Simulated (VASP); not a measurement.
Set up this calculation in VASP 6.6.1, as the native input.

* Task: single point
* Functional: LDA
* Potentials or basis: VASP PAW LDA potentials, release 64 (C, H)
* Cutoff: 520 eV
* k mesh: 6 × 4 × 1
* Occupations: gaussian, width 0.05 eV
* Spin: no spin polarisation
* Dipole correction: yes
* Further INCAR settings: LREAL = Auto; ALGO = Normal; EDIFF = 1e-06; NBANDS = 68

The structure of HC12 lies in POSCAR:

```
HC12
1.0
    4.8892663280      0.0000000000      0.0000000000
   -2.4446331640      6.7739291692      0.0000000000
    0.0000000000      0.0000000000     22.7684096771
C H
24 2
Direct
    0.4020794403      0.3041588806      0.1756820110
    0.4020794403      0.8041588805      0.1756820110
    0.9020794403      0.3041588806      0.1756820110
    0.9020794403      0.8041588805      0.1756820110
    0.1630408159      0.3260816317      0.2059829668
    0.1630408159      0.8260816317      0.2059829668
    0.6630408159      0.3260816317      0.2059829668
    0.6630408159      0.8260816317      0.2059829668
    0.1846395683      0.3692791367      0.2666259491
    0.1846395683      0.8692791367      0.2666259491
    0.6846395683      0.3692791367      0.2666259491
    0.6846395683      0.8692791367      0.2666259491
    0.4461625696      0.3923265051      0.2960492075
    0.4461625696      0.8923265051      0.2960492075
    0.9461625696      0.3923265051      0.2960492075
    0.9461625696      0.8923265051      0.2960492075
    0.4715644646      0.4431294558      0.3591099590
    0.4715644646      0.9431294558      0.3591099590
    0.9715644646      0.4431294558      0.3591099590
    0.9715644646      0.9431294558      0.3591099590
    0.2327030006      0.4654044969      0.3851129614
    0.2327030006      0.9654044969      0.3851129614
    0.7327030006      0.4654044969      0.3851129614
    0.7327030006      0.9654044969      0.3851129614
    0.2327030006      0.8616074230      0.4329863094
    0.2327030006      1.0692015708      0.4329863094
```

One way to write it, as run:

INCAR

```
SYSTEM = HC12
PREC = Accurate
ENCUT = 520
EDIFF = 1E-6
ISMEAR = 0
SIGMA = 0.05
LREAL = Auto
LASPH = .True.
NELM = 80
ALGO = Normal
ISIF = 2
LWAVE = .False.
LCHARG = .False.
LDIPOL = .True.
IDIPOL = 3
DIPOL = 0.5 0.5 0.293
GGA = CA
NBANDS = 68
```

KPOINTS

```
regular mesh
0
Gamma
  6 4 1
  0 0 0
```

Potentials or basis: VASP PAW LDA potentials, release 64 (C, H).

Launch:

```sh
$ cat potpaw_LDA.64/C/POTCAR potpaw_LDA.64/H/POTCAR > POTCAR
$ mpirun -np 1 vasp_std > vasp.out
```

Results of the run:

| Quantity | Value |
| --- | --- |
| Largest force | 8.341 eV/Å |
| Band gap on the k mesh | zero (filled and empty bands overlap) |

Run time: 27 min on 1 thread of Intel(R) Xeon(R) Platinum 8488C (Sapphire Rapids), on a shared host, peak memory 0.8 GiB.
